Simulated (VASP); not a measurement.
A run of VASP 6.6.1 is set up as follows.

Contents of POSCAR:

```
Mg
1.0
    3.2201014251      0.0000000000      0.0000000000
   -1.6100507126      2.7886896369      0.0000000000
    0.0000000000      0.0000000000      2.7321848584
Mg
1
Direct
    0.0000000000      0.0000000000      0.0000000000
```

INCAR.step1

```
SYSTEM = Mg
ALGO     = Normal         ! electronic algorithm
EDIFF    = 1E-4           ! SCF threshold, eV
ENCUT    = 520            ! plane-wave cutoff, eV
GGA      = PE             ! functional
ISMEAR   = 0              ! smearing method
LASPH    = .TRUE.         ! aspherical terms in the spheres
LCHARG   = .FALSE.        ! write CHGCAR
LREAL    = .FALSE.        ! projectors in reciprocal space
LWAVE    = .TRUE.         ! write WAVECAR
NBANDS   = 7              ! bands
NELM     = 100            ! most SCF steps
PREC     = Accurate       ! precision mode
SIGMA    = 0.15           ! smearing width, eV
```

The input INCAR.step2:

```
SYSTEM = Mg
ALGO     = Normal         ! electronic algorithm
EDIFF    = 1E-6           ! SCF threshold, eV
ENCUT    = 520            ! plane-wave cutoff, eV
ISIF     = 2              ! what is computed and relaxed
ISMEAR   = 0              ! smearing method
ISTART   = 1            
LASPH    = .TRUE.         ! aspherical terms in the spheres
LCHARG   = .FALSE.        ! write CHGCAR
LMIXTAU  = .TRUE.       
LREAL    = .FALSE.        ! projectors in reciprocal space
LWAVE    = .FALSE.        ! write WAVECAR
METAGGA  = R2SCAN         ! meta-GGA
NBANDS   = 7              ! bands
NELM     = 100            ! most SCF steps
PREC     = Accurate       ! precision mode
SIGMA    = 0.15           ! smearing width, eV
```

Contents of KPOINTS:

```
k-points
0
G
  21 21 18
  0 0 0
```

Potentials or basis: VASP PAW PBE potentials, release 64 (Mg).

Run with:

```console
$ cat potpaw_PBE.64/Mg/POTCAR > POTCAR
$ cp INCAR.step1 INCAR
$ mpirun -np 1 vasp_std > vasp.out
$ cp INCAR.step2 INCAR
$ mpirun -np 1 vasp_std > vasp.out
```

**Question.** What does it give for the band gap on the k mesh?

**Answer.** Zero (bands 1 and 2 overlap by 5.22 eV).

**Question.** Predict the pressure.

**Answer.** 0.8 GPa.

Stress tensor (GPa, compression positive):
```
-4.02  0.00  0.00
 0.00 -4.02  0.00
 0.00  0.00 10.40
```

Caveat: the stress differs along the axes, from -4 to 10 GPa; the PAW data sets were made with another functional, which shifts forces and pressure a little.
